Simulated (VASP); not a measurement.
# CsBr (Pm-3m) in VASP: a series of runs

Aim: see how the results for CsBr move with the level of theory and the settings. Levels: PBEsol, r2SCAN. Tasks: single point.

Program: VASP 6.6.1. These are calculated values, not measurements. Logs are shortened: lines on timing, memory, paths and dates and some standing lists are left out, and cuts for length are marked.

**1. The cell of the first run**

It takes space group Pm-3m (No. 221, cubic). The conventional cell has a = 4.320 Å, b = 4.320 Å, c = 4.320 Å, α = 90.00°, β = 90.00°, γ = 90.00°. Within 4.9 Å of Cs (site symmetry m-3m) lie 8 Br at 3.74 Å and 6 Cs at 4.32 Å. Br (site symmetry m-3m) has 8 Cs at 3.74 Å and 6 Br at 4.32 Å within 4.9 Å.

**2. Single point, PBEsol**

The input, INCAR:

```
SYSTEM = CsBr
PREC = Accurate
ENCUT = 500
EDIFF = 1E-6
ISMEAR = 0
SIGMA = 0.01
LREAL = .False.
LASPH = .True.
NELM = 120
ALGO = Normal
ISIF = 2
LWAVE = .False.
LCHARG = .False.
GGA = PS
NBANDS = 15
GGA_COMPAT = .False.
```

The input, KPOINTS:

```
regular mesh
0
Gamma
  4 4 4
  0 0 0
```

The input, POSCAR:

```
CsBr
1.0
    4.3196005106      0.0000000000      0.0000000000
    0.0000000000      4.3196005106      0.0000000000
    0.0000000000      0.0000000000      4.3196005106
Cs Br
1 1
Direct
    0.0000000000      0.0000000000      0.0000000000
    0.5000000000      0.5000000000      0.5000000000
```

Potentials or basis: VASP PAW PBE potentials, release 64 (Cs_sv, Br).

Command:

```
> cat potpaw_PBE.64/Cs_sv/POTCAR potpaw_PBE.64/Br/POTCAR > POTCAR
> mpirun -np 1 vasp_std > vasp.out
```

OUTCAR:

```text
SYSTEM = CsBr
   PREC = Accurate
   ENCUT = 500
   EDIFF = 1E-6
   ISMEAR = 0
   LREAL = .False.
   LASPH = .True.
   NELM = 120
   ISIF = 2
   GGA = PS

 ion  position               nearest neighbor table
   1  0.000  0.000  0.000-
   2  0.500  0.500  0.500-

  LATTYP: Found a simple cubic cell.
 ALAT       =     4.3196005106

  Lattice vectors:

 A1 = (   4.3196005106,   0.0000000000,   0.0000000000)
 A2 = (   0.0000000000,   4.3196005106,   0.0000000000)
 A3 = (   0.0000000000,   0.0000000000,   4.3196005106)

Analysis of symmetry for initial positions (statically):
=====================================================================
 Subroutine PRICEL returns:
 Original cell was already a primitive cell.

 Routine SETGRP: Setting up the symmetry group for a
 simple cubic supercell.

 Subroutine GETGRP returns: Found 48 space group operations
 (whereof 48 operations were pure point group operations)
 out of a pool of 48 trial point group operations.

The static configuration has the point symmetry O_h .

Analysis of symmetry for dynamics (positions and initial velocities):
=====================================================================
 Subroutine PRICEL returns:
 Original cell was already a primitive cell.

 Routine SETGRP: Setting up the symmetry group for a
 simple cubic supercell.

 Subroutine GETGRP returns: Found 48 space group operations
 (whereof 48 operations were pure point group operations)
 out of a pool of 48 trial point group operations.

The dynamic configuration has the point symmetry O_h .

 Subroutine INISYM returns: Found 48 space group operations
 (whereof 48 operations are pure point group operations),
 and found     1 'primitive' translations

----------------------------------------------------------------------------------------

                                     Primitive cell

  volume of cell :      80.5992

  direct lattice vectors                    reciprocal lattice vectors
     4.319600511  0.000000000  0.000000000     0.231502890  0.000000000  0.000000000
     0.000000000  4.319600511  0.000000000     0.000000000  0.231502890  0.000000000
     0.000000000  0.000000000  4.319600511     0.000000000  0.000000000  0.231502890

  length of vectors
     4.319600511  4.319600511  4.319600511     0.231502890  0.231502890  0.231502890

  position of ions in fractional coordinates (direct lattice)
     0.000000000  0.000000000  0.000000000
     0.500000000  0.500000000  0.500000000

  ion indices of the primitive-cell ions
   primitive index   ion index
                 1           1
                 2           2

----------------------------------------------------------------------------------------

 KPOINTS: regular mesh

Automatic generation of k-mesh.
 Grid dimensions read from file:
 generate k-points for:    4    4    4

 Generating k-lattice:

  Cartesian coordinates                     Fractional coordinates (reciprocal lattice)
     0.057875722  0.000000000  0.000000000     0.250000000  0.000000000  0.000000000
     0.000000000  0.057875722  0.000000000     0.000000000  0.250000000  0.000000000
     0.000000000  0.000000000  0.057875722     0.000000000  0.000000000  0.250000000

  Length of vectors
     0.057875722  0.057875722  0.057875722

  Shift w.r.t. Gamma in fractional coordinates (k-lattice)
     0.000000000  0.000000000  0.000000000

 Subroutine IBZKPT returns following result:
 ===========================================

 Found     10 irreducible k-points:

 Following reciprocal coordinates:
            Coordinates               Weight
  0.000000  0.000000  0.000000      1.000000
  0.250000  0.000000  0.000000      6.000000
  0.500000  0.000000  0.000000      3.000000
  0.250000  0.250000  0.000000     12.000000
  0.500000  0.250000  0.000000     12.000000
  0.500000  0.500000  0.000000      3.000000
  0.250000  0.250000  0.250000      8.000000
  0.500000  0.250000  0.250000     12.000000
  0.500000  0.500000  0.250000      6.000000
  0.500000  0.500000  0.500000      1.000000
   k-points           NKPTS =     10   k-points in BZ     NKDIM =     10   number of bands    NBANDS=     15
   number of dos      NEDOS =    301   number of ions     NIONS =      2
   total plane-waves  NPLWV =  32768
   dimension x,y,z NGX =    32 NGY =   32 NGZ =   32
   dimension x,y,z NGXF=    64 NGYF=   64 NGZF=   64
   ions per type =               1   1
   NGX,Y,Z   is equivalent  to a cutoff of  12.32, 12.32, 12.32 a.u.
   NGXF,Y,Z  is equivalent  to a cutoff of  24.63, 24.63, 24.63 a.u.
 SYSTEM =  CsBr
   PREC   = accura    normal or accurate (medium, high low for compatibility)
   ISTART =      0    job   : 0-new  1-cont  2-samecut
   ICHARG =      2    charge: 1-file 2-atom 10-const
   ISPIN  =      1    spin polarized calculation?
   LNONCOLLINEAR =      F non collinear calculations
   LSORBIT =      F    spin-orbit coupling
   LASPH  =      T    aspherical Exc in radial PAW
   ENCUT  =  500.0 eV  36.75 Ry    6.06 a.u.   7.88  7.88  7.88*2*pi/ulx,y,z
   NELM   =    120;   NELMIN=  2; NELMDL= -5     # of ELM steps
   EDIFF  = 0.1E-05   stopping-criterion for ELM
   LREAL  =      F    real-space projection
   EDIFFG = 0.1E-04   stopping-criterion for IOM
   NSW    =      0    number of steps for IOM
   IBRION =     -1    ionic relax: 0-MD 1-quasi-New 2-CG
   NFREE  =      0    steps in history (QN), initial steepest desc. (CG)
   ISIF   =      2    stress and relaxation
   ISYM   =      2    0-nonsym 1-usesym 2-fastsym
   POTIM  = 0.5000    time-step for ionic-motion
   TEBEG  =    0.0;   TEEND  =   0.0 temperature during run
   PSTRESS=    0.0 pullay stress
   NELECT =      16.0000    total number of electrons
   NUPDOWN=      -1.0000    fix difference up-down
   EMIN   =  10.00;   EMAX   =-10.00  energy-range for DOS
   EFERMI =   0.00;   METHOD = LEGACY
   ISMEAR =     0;   SIGMA  =   0.01  broadening in eV -4-tet -1-fermi 0-gaus
   EFERMI_NEDOS =   21; number of points for ismear=-14 and -15
   IALGO  =     38    algorithm
   IMIX   =      4    mixing-type and parameters
     AMIX     =   0.40;   BMIX     =  1.00
     AMIX_MAG =   1.60;   BMIX_MAG =  1.00
  volume/ion in A,a.u.               =      40.30       271.96
  Fermi-wavevector in a.u.,A,eV,Ry     =   0.955003  1.804693 12.408922  0.912030
  Thomas-Fermi vector in A             =   2.083801
   LORBIT       =      0    0 simple, 1 ext, 2 COOP (PROOUT), +10 PAW based schemes
   GGA     = PS    functional components
   LHFCALC =     F    Hartree Fock is set to
   AEXX    =    0.0000 exact exchange contribution
   IVDW    =     0    specifies the selected vdW correction
   LEPSILON=     F    determine dielectric tensor
   LRPA    =     F    only Hartree local field effects (RPA)
 non-spin polarized calculation
 Gauss-broadening in eV      SIGMA  =   0.01
  energy-cutoff  :      500.00
  volume of cell :       80.60
 maximum number of plane-waves:      2103
 NGX is ok and might be reduce to    32
   NGX = 15   NGY = 15   NGZ = 15

 number of electron      16.0000001 magnetization

 Free energy of the ion-electron system (eV)
  ---------------------------------------------------
  ext. energy  EPLUGINS =         0.00000000
  ---------------------------------------------------
  free energy    TOTEN  =        -6.33730885 eV

  energy without entropy =       -6.33730885  energy(sigma->0) =       -6.33730885

 E-fermi :  -0.3792     XC(G=0):  -8.1707

 val. band max:       -0.5206186380   @ k =   0.5000   0.5000   0.0000
 cond. band min:       3.7158014496   @ k =   0.0000   0.0000   0.0000
 fundamental gap:      4.2364200877
 Fermi energy:        -0.3792096060

 k-point     1 :       0.0000    0.0000    0.0000
  band No.  band energies     occupation
      1     -20.3111      2.00000
      2     -12.8779      2.00000
      3      -6.8955      2.00000
      4      -6.8955      2.00000
      5      -6.8955      2.00000
      6      -0.5290      2.00000
      7      -0.5290      2.00000
      8      -0.5290      2.00000
      9       3.7158      0.00000
     10       4.3024      0.00000
     11       4.3024      0.00000
     12       8.5056      0.00000
     13       8.5056      0.00000
     14       8.5056      0.00000
     15      11.4236      0.00000

 k-point     2 :       0.2500    0.0000    0.0000
  band No.  band energies     occupation
      1     -20.2864      2.00000
      2     -12.8831      2.00000
      3      -7.0961      2.00000
      4      -6.8459      2.00000
      5      -6.8459      2.00000
      6      -1.2804      2.00000
      7      -0.6261      2.00000
      8      -0.6261      2.00000
      9       4.6873      0.00000
     10       5.0119      0.00000
     11       5.5289      0.00000
     12       8.2515      0.00000
     13       8.2515      0.00000
     14       8.8039      0.00000
     15       9.1685      0.00000

 k-point     3 :       0.5000    0.0000    0.0000
  band No.  band energies     occupation
      1     -20.2616      2.00000
      2     -12.8904      2.00000
      3      -7.2728      2.00000
      4      -6.7947      2.00000
      5      -6.7947      2.00000
      6      -1.8432      2.00000
      7      -0.7278      2.00000
      8      -0.7278      2.00000
      9       5.3094      0.00000
     10       6.5692      0.00000
     11       6.9449      0.00000
     12       7.6572      0.00000
     13       8.2300      0.00000
     14       8.2300      0.00000
     15       9.2153      0.00000
[... 91 lines left out ...]
 k-point     9 :       0.5000    0.5000    0.2500
  band No.  band energies     occupation
      1     -20.1991      2.00000
      2     -12.7425      2.00000
      3      -7.3766      2.00000
      4      -7.3766      2.00000
      5      -7.0214      2.00000
      6      -1.3959      2.00000
      7      -1.3959      2.00000
      8      -1.1746      2.00000
      9       6.0152      0.00000
     10       6.1891      0.00000
     11       6.9237      0.00000
     12       6.9237      0.00000
     13       9.5065      0.00000
     14       9.5065      0.00000
     15      10.6241      0.00000

 k-point    10 :       0.5000    0.5000    0.5000
  band No.  band energies     occupation
      1     -20.1789      2.00000
      2     -12.7053      2.00000
      3      -7.2861      2.00000
      4      -7.2861      2.00000
      5      -7.2861      2.00000
      6      -1.6807      2.00000
      7      -1.6807      2.00000
      8      -1.6807      2.00000
      9       7.6306      0.00000
     10       7.6306      0.00000
     11       7.6306      0.00000
     12       8.3975      0.00000
     13       8.3975      0.00000
     14       8.3975      0.00000
     15      10.7283      0.00000

------------------------ aborting loop because EDIFF is reached ----------------------------------------

  FORCE on cell =-STRESS in cart. coord.  units (eV):
  Direction    XX          YY          ZZ          XY          YZ          ZX
  --------------------------------------------------------------------------------------
  -------------------------------------------------------------------------------------
  Total       -0.3453504     -0.3453504     -0.3453504     -0.0000000     -0.0000000      0.0000000
  in kB       -6.8649882     -6.8649882     -6.8649882     -0.0000000     -0.0000000      0.0000000
  external PRESSURE =      -6.8649882 kB  Pullay stress =       0.0000000 kB

 VOLUME and BASIS-vectors are now :
 -----------------------------------------------------------------------------
  energy-cutoff  :      500.00
  volume of cell :       80.60
      direct lattice vectors                 reciprocal lattice vectors
     4.319600511  0.000000000  0.000000000     0.231502890  0.000000000  0.000000000
     0.000000000  4.319600511  0.000000000     0.000000000  0.231502890  0.000000000
     0.000000000  0.000000000  4.319600511     0.000000000  0.000000000  0.231502890

 POSITION                                       TOTAL-FORCE (eV/Angst)
 -----------------------------------------------------------------------------------
      0.00000      0.00000      0.00000         0.000000      0.000000      0.000000
      2.15980      2.15980      2.15980         0.000000      0.000000      0.000000
 -----------------------------------------------------------------------------------
    total drift:                                0.000000      0.000000     -0.000000

  FREE ENERGIE OF THE ION-ELECTRON SYSTEM (eV)
  ---------------------------------------------------
  free  energy   TOTEN  =        -6.3373088547 eV

  energy  without entropy=       -6.3373088547  energy(sigma->0) =       -6.33730885
```

Run time: 4 s. Hardware: 1 thread of Intel Xeon 6975P-C (Granite Rapids), shared host; peak memory 0.17 GiB.

What came out:

| Item | Value |
| --- | --- |
| Free energy | -6.3373 eV |
| Pressure | -0.7 GPa |
| Band gap on the k mesh | 4.24 eV, indirect (least direct gap 4.24 eV) |

Caveat: the PAW data sets were made with another functional, which shifts forces and pressure a little; spin-orbit coupling is left out, which moves the levels of the heavy elements.

[end of part 1 of 2]
